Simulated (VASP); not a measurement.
**ZnSb2O: single point with PBE**

Crystal: ZnSb2O.

```
Zn Sb O
1.0
     3.27704    0.00000    0.00000
    -1.63852    2.83800    0.00000
     0.00000    0.00000    9.84852
Zn Sb O
1 2 1
Direct
  0.00000 0.00000 0.50000
  0.00000 0.00000 0.20136
  0.00000 0.00000 0.79864
  0.00000 0.00000 0.00000
```

The cell was generated, and may not be a known phase.

* Program: VASP 6.6.1
* Task: single point
* Functional: PBE
* Potentials or basis: VASP PAW PBE potentials, release 64 (Zn, Sb, O)
* Cutoff: 520 eV
* k mesh: 6 × 6 × 4
* Occupations: gaussian, width 0.1 eV
* Spin: no spin polarisation

```yaml
Pressure: 0.2 GPa
Largest_force: 0.027 eV/Å
Band_gap_on_the_k_mesh: zero (bands 14 and 15 overlap by 4.75 eV)
```

Forces on the atoms (eV/Å):
```
Zn   0.000  0.000  0.000
Sb   0.000  0.000  0.027
Sb   0.000  0.000 -0.027
O    0.000  0.000  0.000
```

Stress tensor (GPa, compression positive):
```
0.01 0.00 0.00
0.00 0.01 0.00
0.00 0.00 0.57
```

Levels at points of the mesh, in eV from the Fermi level:
| k point | band 12 | band 13 | band 14 | band 15 | band 16 | band 17 |
| --- | --- | --- | --- | --- | --- | --- |
| (0.00, 0.00, 0.00) | -2.48 | 0.26 | 0.91 | 5.31 | 5.31 | 5.86 |
| (0.50, 0.00, 0.00) | -2.93 | -2.59 | -1.39 | 0.23 | 2.34 | 2.92 |
| (0.00, 0.00, 0.50) | -2.48 | -1.94 | 3.19 | 4.90 | 5.24 | 5.24 |
| (0.50, 0.00, 0.50) | -2.93 | -2.38 | -0.42 | 0.00 | 1.20 | 2.26 |

Run time: 54 s on 1 thread of Oxide Virtual Turin-like Processor, with other jobs on the host, peak memory 0.19 GiB.

Caveat: the k points lie up to 0.37 Å⁻¹ apart, too coarse for converged energies and pressures of a metal; spin-orbit coupling is left out, which moves the levels of the heavy elements.
